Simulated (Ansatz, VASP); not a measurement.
**One calculation of GaN, two programs**

```
Ga N
1.0
     0.00000    2.34364    2.07322
     2.34364    0.00000    2.07322
     2.34364    2.34364    0.00000
Ga N
1 1
Direct
  0.00000 0.00000 0.00000
  0.75000 0.75000 0.75000
```

Change from the starting cell: strain +0.040 along x and y, -0.080 along z, atoms carried along.

Alike in both runs: task single point; functional r2SCAN; k mesh 10 × 10 × 10; occupations gaussian, width 0.05 eV; no spin polarisation.

|  | VASP | Ansatz |
| --- | --- | --- |
| version | VASP 6.6.1 | Ansatz 0.2.0 |
| potentials or method | VASP PAW PBE potentials, release 64 (Ga_d, N), cutoff 520 eV | scalar-relativistic, plane waves, PAW |
| valence electrons in the cell | 18 | 18 |

Ansatz gave:

```
gap on the k mesh at the Fermi level (eV)                     : 1.83
least direct gap on the mesh (eV)                             : 1.83
pressure (GPa)                                                : -1.4
traceless stress, the component that is largest in VASP (GPa) : 8.15
```

**Question.** What did VASP give for the same quantities?

**Answer.** gap on the k mesh at the Fermi level (eV): 1.82; least direct gap on the mesh (eV): 1.82; pressure (GPa): -0.3; traceless stress, the component that is largest in VASP (GPa): 7.97.

VASP's potentials were made for PBE, not for r2SCAN.
